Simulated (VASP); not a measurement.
# SiC (I-4m2) in VASP: a series of runs, part 3 of 3

VASP 6.6.1. The steps go on from the part before.

### Step 4. Single point, PBE

This run uses another cell than the first one, of the same volume but with other edges.

INCAR

```
SYSTEM = SiC
ALGO = Normal ; EDIFF = 1E-7
ENCUT = 520 ; GGA = PE
ISIF = 2 ; ISMEAR = 0
LASPH = .TRUE. ; LCHARG = .FALSE.
LREAL = .FALSE. ; LWAVE = .FALSE.
NBANDS = 11 ; NELM = 100
PREC = Accurate ; SIGMA = 0.05
```

KPOINTS

```
k-points
0
G
  4 4 4
  0 0 0
```

POSCAR

```
SiC
1.0
    0.0000000000      2.3617178146      1.8421398954
    2.3617178146      0.0000000000      1.8421398954
    2.3617178146      2.3617178146      0.0000000000
Si C
1 1
Direct
    0.0000000000      0.0000000000      0.0000000000
    0.7500000000      0.7500000000      0.7500000000
```

Potentials or basis: VASP PAW PBE potentials, release 64 (Si, C).

Run with:

```
cat potpaw_PBE.64/Si/POTCAR potpaw_PBE.64/C/POTCAR > POTCAR
mpirun -np 1 vasp_std > vasp.out
```

OUTCAR:

```text
SYSTEM = SiC
   EDIFF = 1E-7
   ENCUT = 520
   GGA = PE
   ISIF = 2
   ISMEAR = 0
   LASPH = .TRUE.
   LREAL = .FALSE.
   NELM = 100
   PREC = Accurate

 ion  position               nearest neighbor table
   1  0.000  0.000  0.000-   2 1.91   2 1.91   2 1.91   2 1.91
   2  0.750  0.750  0.750-   1 1.91   1 1.91   1 1.91   1 1.91

  LATTYP: Found a body centered tetragonal cell.
 ALAT       =     3.3399733639
 C/A-ratio  =     1.1030865787

  Lattice vectors:

 A1 = (   0.0000000000,  -2.3617178146,  -1.8421398954)
 A2 = (   0.0000000000,   2.3617178146,  -1.8421398954)
 A3 = (   2.3617178146,   0.0000000000,   1.8421398954)

Analysis of symmetry for initial positions (statically):
=====================================================================
 Subroutine PRICEL returns:
 Original cell was already a primitive cell.

 Routine SETGRP: Setting up the symmetry group for a
 body centered tetragonal supercell.

 Subroutine GETGRP returns: Found  8 space group operations
 (whereof  8 operations were pure point group operations)
 out of a pool of 16 trial point group operations.

The static configuration has the point symmetry D_2d.

[... 160 lines left out ...]
      3       8.0162      2.00000
      4       9.2388      0.00000
      5      14.3570      0.00000
      6      15.4326      0.00000
      7      16.1940      0.00000
      8      16.1940      0.00000
      9      19.3146      0.00000
     10      23.0461      0.00000
     11      23.0491      0.00000
[... 155 lines left out ...]
 k-point    13 :      -0.2500    0.2500    0.5000
  band No.  band energies     occupation
      1      -2.0832      2.00000
      2       0.8873      2.00000
      3       3.0232      2.00000
      4       3.4568      2.00000
      5      16.2874      0.00000
      6      18.1128      0.00000
      7      18.7865      0.00000
      8      21.9483      0.00000
      9      22.9512      0.00000
     10      24.6847      0.00000
     11      25.1109      0.00000

------------------------ aborting loop because EDIFF is reached ----------------------------------------

  FORCE on cell =-STRESS in cart. coord.  units (eV):
  Direction    XX          YY          ZZ          XY          YZ          ZX
  --------------------------------------------------------------------------------------
  -------------------------------------------------------------------------------------
  Total       -1.7053289     -1.7053289      3.0934498      0.0000000     -0.0000000      0.0000000
  in kB     -132.9566687   -132.9566687    241.1820807      0.0000000     -0.0000000      0.0000000
  external PRESSURE =      -8.2437522 kB  Pullay stress =       0.0000000 kB

 VOLUME and BASIS-vectors are now :
 -----------------------------------------------------------------------------
  energy-cutoff  :      520.00
  volume of cell :       20.55
      direct lattice vectors                 reciprocal lattice vectors
     0.000000000  2.361717815  1.842139895    -0.211710305  0.211710305  0.271423469
     2.361717815  0.000000000  1.842139895     0.211710305 -0.211710305  0.271423469
     2.361717815  2.361717815  0.000000000     0.211710305  0.211710305 -0.271423469

 POSITION                                       TOTAL-FORCE (eV/Angst)
 -----------------------------------------------------------------------------------
      0.00000      0.00000      0.00000         0.000000      0.000000     -0.000000
      3.54258      3.54258      2.76321        -0.000000     -0.000000      0.000000
 -----------------------------------------------------------------------------------
    total drift:                               -0.000000     -0.000000     -0.000000

  FREE ENERGIE OF THE ION-ELECTRON SYSTEM (eV)
  ---------------------------------------------------
  free  energy   TOTEN  =       -14.4708649426 eV

  energy  without entropy=      -14.4708649426  energy(sigma->0) =      -14.47086494
```

Wall time 13 s (1 thread of AMD EPYC 7R13, shared host); peak memory 0.1 GiB.

What came out:

```
Free energy            : -14.4709 eV
Pressure               : -0.8 GPa
Band gap on the k mesh : zero (band 4 reaches 9.24 eV, above the bottom of band 5 at 8.73 eV)
```

Stress tensor (GPa, compression positive):
```
-13.30   0.00   0.00
  0.00 -13.30   0.00
  0.00   0.00  24.12
```

Caveat: the k points lie up to 0.63 Å⁻¹ apart.

### Step 5. Single point, PBE

This run uses another cell than the first one, of the same volume but with other edges.

INCAR

```
PREC = Accurate
ENCUT = 520
EDIFF = 1E-6
ISMEAR = 0
SIGMA = 0.05
LREAL = False
LASPH = True
NELM = 80
ALGO = Normal
ISIF = 2
LWAVE = False
LCHARG = False
GGA = PE
NBANDS = 11
```

KPOINTS

```
regular mesh
0
Gamma
  4 4 4
```

POSCAR

```
SiC
1.0
    0.0000000000      1.9919499511      2.5895349364
    1.9919499511      0.0000000000      2.5895349364
    1.9919499511      1.9919499511      0.0000000000
Si C
1 1
Direct
    0.0000000000      0.0000000000      0.0000000000
    0.7500000000      0.7500000000      0.7500000000
```

Run with:

```
cat potpaw_PBE.64/Si/POTCAR potpaw_PBE.64/C/POTCAR > POTCAR
mpirun -np 1 vasp_std > vasp.out
```

Run time: 12 s. Hardware: 1 thread of AMD EPYC 7R13, shared host; peak memory 0.1 GiB.

Results (log left out):

```yaml
Free_energy: -13.8906 eV
Pressure: 1.4 GPa
Band_gap_on_the_k_mesh: zero (band 4 reaches 9.33 eV, above the bottom of band 5 at 9.18 eV)
```

Stress tensor (GPa, compression positive):
```
 35.22   0.00   0.00
  0.00  35.22   0.00
  0.00   0.00 -66.16
```

Levels at points of the mesh, in eV from the Fermi level:
```tsv
k point	band 1	band 2	band 3	band 4	band 5	band 6	band 7	band 8
(0.00, 0.00, 0.00)	-16.48	-2.66	0.04	0.04	3.76	6.48	6.48	6.48
(0.50, 0.00, 0.00)	-12.69	-9.51	-3.76	-0.08	1.18	8.05	8.41	9.49
(0.50, 0.50, 0.00)	-12.59	-10.94	-2.03	-2.03	2.30	6.42	10.63	13.31
(0.50, 0.00, 0.50)	-10.56	-7.59	-5.09	-4.48	-0.10	1.96	8.35	12.25
```

Caveat: the k points lie up to 0.63 Å⁻¹ apart.

### Step 6. Single point, PBE

This run uses another cell than the first one, of the same volume but with other edges.

INCAR

```
SYSTEM = SiC
ALGO     = Normal         ! electronic algorithm
EDIFF    = 1E-6           ! SCF threshold, eV
ENCUT    = 520            ! plane-wave cutoff, eV
GGA      = PE             ! functional
ISIF     = 2              ! what is computed and relaxed
ISMEAR   = 0              ! smearing method
LASPH    = .TRUE.         ! aspherical terms in the spheres
LCHARG   = .FALSE.        ! write CHGCAR
LREAL    = .FALSE.        ! projectors in reciprocal space
LWAVE    = .FALSE.        ! write WAVECAR
NBANDS   = 11             ! bands
NELM     = 100            ! most SCF steps
PREC     = Accurate       ! precision mode
SIGMA    = 0.05           ! smearing width, eV
```

KPOINTS

```
k-points
0
G
  4 4 4
  0 0 0
```

POSCAR

```
SiC
1.0
    0.0000000000      2.2352714132      2.0564497001
    2.2352714132      0.0000000000      2.0564497001
    2.2352714132      2.2352714132      0.0000000000
Si C
1 1
Direct
    0.0000000000      0.0000000000      0.0000000000
    0.7500000000      0.7500000000      0.7500000000
```

Potentials or basis: VASP PAW PBE potentials, release 64 (Si, C).

Run with:

```
cat potpaw_PBE.64/Si/POTCAR potpaw_PBE.64/C/POTCAR > POTCAR
mpirun -np 1 vasp_std > vasp.out
```

OUTCAR:

```text
SYSTEM = SiC
   EDIFF = 1E-6
   ENCUT = 520
   GGA = PE
   ISIF = 2
   ISMEAR = 0
   LASPH = .TRUE.
   LREAL = .FALSE.
   NELM = 100
   PREC = Accurate

 ion  position               nearest neighbor table
   1  0.000  0.000  0.000-   2 1.89   2 1.89   2 1.89   2 1.89
   2  0.750  0.750  0.750-   1 1.89   1 1.89   1 1.89   1 1.89

  LATTYP: Found a body centered tetragonal cell.
 ALAT       =     3.1611511481
 C/A-ratio  =     1.3010764774

  Lattice vectors:

 A1 = (   0.0000000000,  -2.2352714132,  -2.0564497001)
 A2 = (   0.0000000000,   2.2352714132,  -2.0564497001)
 A3 = (   2.2352714132,   0.0000000000,   2.0564497001)

Analysis of symmetry for initial positions (statically):
=====================================================================
 Subroutine PRICEL returns:
 Original cell was already a primitive cell.

 Routine SETGRP: Setting up the symmetry group for a
 body centered tetragonal supercell.

 Subroutine GETGRP returns: Found  8 space group operations
 (whereof  8 operations were pure point group operations)
 out of a pool of 16 trial point group operations.

The static configuration has the point symmetry D_2d.

[... 160 lines left out ...]
      3       8.1031      2.00000
      4       8.6009      2.00000
      5      14.5238      0.00000
      6      15.4224      0.00000
      7      15.6693      0.00000
      8      15.6693      0.00000
      9      21.5066      0.00000
     10      23.5793      0.00000
     11      24.5038      0.00000
[... 155 lines left out ...]
 k-point    13 :      -0.2500    0.2500    0.5000
  band No.  band energies     occupation
      1      -2.0411      2.00000
      2       1.0137      2.00000
      3       3.1146      2.00000
      4       3.4791      2.00000
      5      14.2886      0.00000
      6      18.4200      0.00000
      7      18.8983      0.00000
      8      19.1686      0.00000
      9      21.7032      0.00000
     10      24.8909      0.00000
     11      27.9624      0.00000

------------------------ aborting loop because EDIFF is reached ----------------------------------------

  FORCE on cell =-STRESS in cart. coord.  units (eV):
  Direction    XX          YY          ZZ          XY          YZ          ZX
  --------------------------------------------------------------------------------------
  -------------------------------------------------------------------------------------
  Total       -0.1565178     -0.1565178      2.0760810      0.0000000     -0.0000000      0.0000000
  in kB      -12.2029709    -12.2029709    161.8625098      0.0000000     -0.0000000      0.0000000
  external PRESSURE =      45.8188560 kB  Pullay stress =       0.0000000 kB

 VOLUME and BASIS-vectors are now :
 -----------------------------------------------------------------------------
  energy-cutoff  :      520.00
  volume of cell :       20.55
      direct lattice vectors                 reciprocal lattice vectors
     0.000000000  2.235271413  2.056449700    -0.223686483  0.223686483  0.243137481
     2.235271413  0.000000000  2.056449700     0.223686483 -0.223686483  0.243137481
     2.235271413  2.235271413  0.000000000     0.223686483  0.223686483 -0.243137481

 POSITION                                       TOTAL-FORCE (eV/Angst)
 -----------------------------------------------------------------------------------
      0.00000      0.00000      0.00000        -0.000000     -0.000000      0.000000
      3.35291      3.35291      3.08467         0.000000      0.000000     -0.000000
 -----------------------------------------------------------------------------------
    total drift:                               -0.000000     -0.000000      0.000000

  FREE ENERGIE OF THE ION-ELECTRON SYSTEM (eV)
  ---------------------------------------------------
  free  energy   TOTEN  =       -14.8617673763 eV

  energy  without entropy=      -14.8617673763  energy(sigma->0) =      -14.86176738
```

Run time: 9.3 s. Hardware: 1 thread of AMD EPYC 7R13, shared host; peak memory 0.1 GiB.

What came out:

```yaml
Free_energy: -14.8618 eV
Pressure: 4.6 GPa
Band_gap_on_the_k_mesh: 0.50 eV, indirect (least direct gap 4.43 eV)
```

Stress tensor (GPa, compression positive):
```
-1.22  0.00  0.00
 0.00 -1.22  0.00
 0.00  0.00 16.19
```

Caveat: the k points lie up to 0.63 Å⁻¹ apart. A k mesh can miss the band edges.

### Step 7. The runs side by side

```csv
cell,gap on the mesh (eV),pressure (GPa)
"a = 3.012, b = 3.012, c = 3.246 Å, angles 57.4, 57.4, 65.2°, 2 atoms",none,2.4
"a = 3.196, b = 3.196, c = 2.893 Å, angles 63.1, 63.1, 53.8°, 2 atoms",0.30,3.3
"a = 2.995, b = 2.995, c = 3.340 Å, angles 56.1, 56.1, 67.8°, 2 atoms",none,-0.8
"a = 3.267, b = 3.267, c = 2.817 Å, angles 64.5, 64.5, 51.1°, 2 atoms",none,1.4
"a = 3.037, b = 3.037, c = 3.161 Å, angles 58.6, 58.6, 62.7°, 2 atoms",0.50,4.6
```

Alike in all rows: task single point; level PBE; potentials or basis VASP PAW PBE potentials, release 64 (Si, C); no spin polarisation; k mesh 4 × 4 × 4; cutoff (eV) 520; smearing gaussian 0.05 eV.

Caveats: all runs use coarse meshes.

Total energies depend on the potentials used, so only differences within one code and one set of settings carry meaning.
